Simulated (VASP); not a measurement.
# Li (Fmmm) in VASP: a series of runs

The runs below take Li through single point, with r2SCAN.

Everything below comes from runs of VASP 6.6.1. Logs are shortened: lines on timing, memory, paths and dates and some standing lists are left out, and cuts for length are marked.

### 1 The cell of the first run

Symmetry: Fmmm, No. 69, orthorhombic system. The conventional cell has a = 3.500 Å, b = 4.733 Å, c = 5.166 Å, α = 90.00°, β = 90.00°, γ = 90.00°. Li (site symmetry mmm) has 14 Li at 2.94 to 3.50 Å within 3.9 Å.

### 2 Single point, r2SCAN (strain +0.0875 x Voigt [0, 0, 0, 1, 0, 0])

File POSCAR:

```
Li
1.0
   -1.7500000000      1.8265625000      1.8265625000
    1.7500000000     -1.6734375000      1.6734375000
    1.7500000000      1.6734375000     -1.6734375000
Li
1
Direct
    0.0000000000      0.0000000000      0.0000000000
```

File INCAR.step1:

```
SYSTEM = Li
PREC = Accurate
ENCUT = 520
ISMEAR = 0
SIGMA = 0.15
LREAL = .FALSE.
LASPH = .TRUE.
NELM = 60
NBANDS = 8
GGA = PE
ALGO = Normal
EDIFF = 1E-4
LWAVE = .TRUE.
LCHARG = .FALSE.
```

File INCAR.step2:

```
SYSTEM = Li
PREC = Accurate
ENCUT = 520
EDIFF = 1E-7
ISMEAR = 0
SIGMA = 0.15
LREAL = .FALSE.
LASPH = .TRUE.
NELM = 60
ALGO = Normal
ISIF = 2
LWAVE = .FALSE.
LCHARG = .FALSE.
METAGGA = R2SCAN
LMIXTAU = .TRUE.
NBANDS = 8
ISTART = 1
```

File KPOINTS:

```
Automatic mesh
0
G
  20 20 20
  0 0 0
```

Potentials or basis: VASP PAW PBE potentials, release 64 (Li_sv).

Launch:

```bash
> cat potpaw_PBE.64/Li_sv/POTCAR > POTCAR
> cp INCAR.step1 INCAR
> mpirun -np 1 vasp_std > vasp.out
> cp INCAR.step2 INCAR
> mpirun -np 1 vasp_std > vasp.out
```

OUTCAR:

```text
SYSTEM = Li
   PREC = Accurate
   ENCUT = 520
   EDIFF = 1E-7
   ISMEAR = 0
   LREAL = .FALSE.
   LASPH = .TRUE.
   NELM = 60
   ISIF = 2
   METAGGA = R2SCAN
   ISTART = 1

 ion  position               nearest neighbor table
   1  0.000  0.000  0.000-

  LATTYP: Found a face centered orthorhombic cell.
 ALAT       =     3.5000000000
 B/A-ratio  =     1.3523417190
 C/A-ratio  =     1.4760854057

  Lattice vectors:

 A1 = (   0.0000000000,   3.5000000000,   0.1531250000)
 A2 = (   1.7500000000,   1.8265625000,   1.8265625000)
 A3 = (   1.7500000000,   1.6734375000,  -1.6734375000)

Analysis of symmetry for initial positions (statically):
=====================================================================
 Subroutine PRICEL returns:
 Original cell was already a primitive cell.

 Routine SETGRP: Setting up the symmetry group for a
 face centered orthorhombic supercell.

 Subroutine GETGRP returns: Found  8 space group operations
 (whereof  8 operations were pure point group operations)
 out of a pool of  8 trial point group operations.

The static configuration has the point symmetry D_2h.

Analysis of symmetry for dynamics (positions and initial velocities):
=====================================================================
 Subroutine PRICEL returns:
 Original cell was already a primitive cell.

 Routine SETGRP: Setting up the symmetry group for a
 face centered orthorhombic supercell.

 Subroutine GETGRP returns: Found  8 space group operations
 (whereof  8 operations were pure point group operations)
 out of a pool of  8 trial point group operations.

The dynamic configuration has the point symmetry D_2h.

 Subroutine INISYM returns: Found  8 space group operations
 (whereof  8 operations are pure point group operations),
 and found     1 'primitive' translations

----------------------------------------------------------------------------------------

                                     Primitive cell

  volume of cell :      21.3965

  direct lattice vectors                    reciprocal lattice vectors
    -1.750000000  1.826562500  1.826562500     0.000000000  0.273738238  0.273738238
     1.750000000 -1.673437500  1.673437500     0.285714286 -0.012523972  0.286262209
     1.750000000  1.673437500 -1.673437500     0.285714286  0.286262209 -0.012523972

  length of vectors
     3.120121974  2.943346078  2.943346078     0.387124328  0.404642503  0.404642503

  position of ions in fractional coordinates (direct lattice)
     0.000000000  0.000000000  0.000000000
[... 78 lines left out ...]
   EDIFFG = 0.1E-05   stopping-criterion for IOM
   NSW    =      0    number of steps for IOM
   IBRION =     -1    ionic relax: 0-MD 1-quasi-New 2-CG
   NFREE  =      0    steps in history (QN), initial steepest desc. (CG)
   ISIF   =      2    stress and relaxation
   ISYM   =      2    0-nonsym 1-usesym 2-fastsym
   POTIM  = 0.5000    time-step for ionic-motion
   TEBEG  =    0.0;   TEEND  =   0.0 temperature during run
   PSTRESS=    0.0 pullay stress
   NELECT =       3.0000    total number of electrons
   NUPDOWN=      -1.0000    fix difference up-down
   EMIN   =  10.00;   EMAX   =-10.00  energy-range for DOS
   EFERMI =   0.00;   METHOD = LEGACY
   ISMEAR =     0;   SIGMA  =   0.15  broadening in eV -4-tet -1-fermi 0-gaus
   EFERMI_NEDOS =   21; number of points for ismear=-14 and -15
   IALGO  =     38    algorithm
   IMIX   =      4    mixing-type and parameters
     AMIX     =   0.40;   BMIX     =  1.00
     AMIX_MAG =   1.60;   BMIX_MAG =  1.00
  volume/ion in A,a.u.               =      21.40       144.39
  Fermi-wavevector in a.u.,A,eV,Ry     =   0.850487  1.607188  9.841486  0.723329
  Thomas-Fermi vector in A             =   1.966472
   LORBIT       =      0    0 simple, 1 ext, 2 COOP (PROOUT), +10 PAW based schemes
   METAGGA = R2SCAN    functional components
   LHFCALC =     F    Hartree Fock is set to
   AEXX    =    0.0000 exact exchange contribution
   IVDW    =     0    specifies the selected vdW correction
   LEPSILON=     F    determine dielectric tensor
   LRPA    =     F    only Hartree local field effects (RPA)
 non-spin polarized calculation
 Gauss-broadening in eV      SIGMA  =   0.15
  energy-cutoff  :      520.00
  volume of cell :       21.40
 maximum number of plane-waves:       590
   NGX = 11   NGY = 11   NGZ = 11

 number of electron       2.9999997 magnetization

 Free energy of the ion-electron system (eV)
  ---------------------------------------------------
  ext. energy  EPLUGINS =         0.00000000
  ---------------------------------------------------
  free energy    TOTEN  =        -2.37872920 eV

  energy without entropy =       -2.37335052  energy(sigma->0) =       -2.37603986

 E-fermi :   0.5161     XC(G=0):  -7.3059

 val. band max:        0.5120327911   @ k =  -0.3500   0.3500   0.2500
 cond. band min:       0.5174587374   @ k =   0.5000  -0.2000   0.0500
 fundamental gap:      0.0054259462
 Fermi energy:         0.5161396793

 k-point     1 :       0.0000    0.0000    0.0000
  band No.  band energies     occupation
      1     -47.7340      2.00000
      2      -3.2701      2.00000
      3      15.2200      0.00000
      4      16.2775      0.00000
      5      16.8674      0.00000
      6      19.0486      0.00000
      7      20.1330      0.00000
      8      20.6349      0.00000
[... 243 lines left out ...]
 k-point    24 :       0.1000    0.1000    0.0000
  band No.  band energies     occupation
      1     -47.7302      2.00000
      2      -2.7000      2.00000
      3      11.7737      0.00000
      4      13.3138      0.00000
      5      15.1041      0.00000
      6      18.2892      0.00000
      7      19.3390      0.00000
      8      21.1619      0.00000

 [... further k-points ...]

------------------------ aborting loop because EDIFF is reached ----------------------------------------

  FORCE on cell =-STRESS in cart. coord.  units (eV):
  Direction    XX          YY          ZZ          XY          YZ          ZX
  --------------------------------------------------------------------------------------
  -------------------------------------------------------------------------------------
  Total       -0.0482701     -0.0669947     -0.0669947     -0.0000000     -0.1405684      0.0000000
  in kB       -3.6144858     -5.0165926     -5.0165926     -0.0000000    -10.5258279      0.0000000
  external PRESSURE =      -4.5492236 kB  Pullay stress =       0.0000000 kB

 VOLUME and BASIS-vectors are now :
 -----------------------------------------------------------------------------
  energy-cutoff  :      520.00
  volume of cell :       21.40
      direct lattice vectors                 reciprocal lattice vectors
    -1.750000000  1.826562500  1.826562500     0.000000000  0.273738238  0.273738238
     1.750000000 -1.673437500  1.673437500     0.285714286 -0.012523972  0.286262209
     1.750000000  1.673437500 -1.673437500     0.285714286  0.286262209 -0.012523972

 POSITION                                       TOTAL-FORCE (eV/Angst)
 -----------------------------------------------------------------------------------
      0.00000      0.00000      0.00000         0.000000     -0.000000     -0.000000
 -----------------------------------------------------------------------------------
    total drift:                                0.000000      0.000000     -0.000000

  FREE ENERGIE OF THE ION-ELECTRON SYSTEM (eV)
  ---------------------------------------------------
  free  energy   TOTEN  =        -2.3787292033 eV

  energy  without entropy=       -2.3733505175  energy(sigma->0) =       -2.37603986
```

OUTCAR.step1:

```text
SYSTEM = Li
   PREC = Accurate
   ENCUT = 520
   ISMEAR = 0
   LREAL = .FALSE.
   LASPH = .TRUE.
   NELM = 60
[... 482 lines left out ...]
 -----------------------------------------------------------------------------------
      0.00000      0.00000      0.00000        -0.000000      0.000000      0.000000
 -----------------------------------------------------------------------------------
    total drift:                               -0.000000      0.000000     -0.000000

  FREE ENERGIE OF THE ION-ELECTRON SYSTEM (eV)
  ---------------------------------------------------
  free  energy   TOTEN  =        -1.8994049461 eV

  energy  without entropy=       -1.8936272771  energy(sigma->0) =       -1.89651611
```

OSZICAR.step1:

```text
N       E                     dE             d eps       ncg     rms          rms(c)
DAV:   1    -0.116155797123E+00   -0.11616E+00   -0.71047E+02 18840   0.260E+02
DAV:   2    -0.187549305267E+01   -0.17593E+01   -0.17091E+01 27296   0.344E+01
DAV:   3    -0.190087634829E+01   -0.25383E-01   -0.25309E-01 20864   0.308E+00
DAV:   4    -0.190118337124E+01   -0.30702E-03   -0.30701E-03 28240   0.311E-01
DAV:   5    -0.190118470024E+01   -0.13290E-05   -0.13291E-05 21344   0.138E-02    0.248E-01
DAV:   6    -0.189999753145E+01    0.11872E-02   -0.28518E-04 30056   0.700E-02    0.141E-01
DAV:   7    -0.189940775022E+01    0.58978E-03   -0.67103E-04 29600   0.103E-01    0.275E-02
DAV:   8    -0.189940494607E+01    0.28042E-05   -0.61480E-06 10264   0.194E-02
   1 F= -.18994049E+01 E0= -.18965161E+01  d E =-.577767E-02
```

Run time: 6.7 min. Hardware: 1 thread of Intel Xeon Platinum 8124M at 3.00GHz (Skylake/Cascade Lake), shared host; peak memory 0.26 GiB.

What came out:

```
Free energy            : -2.3787 eV
Band gap on the k mesh : zero (an odd number of electrons rules out a gap without spin polarisation)
```

Caveat: the cell differs from its parent crystal (strain +0.0875 x Voigt [0, 0, 0, 1, 0, 0]); the cutoff is under 1.25 times the usual one of these potentials, so pressure, stress and relaxed cells hold a basis-set (Pulay) error; the PAW data sets were made with another functional, which shifts forces and pressure a little.

(Part 1 of 2 ends here.)
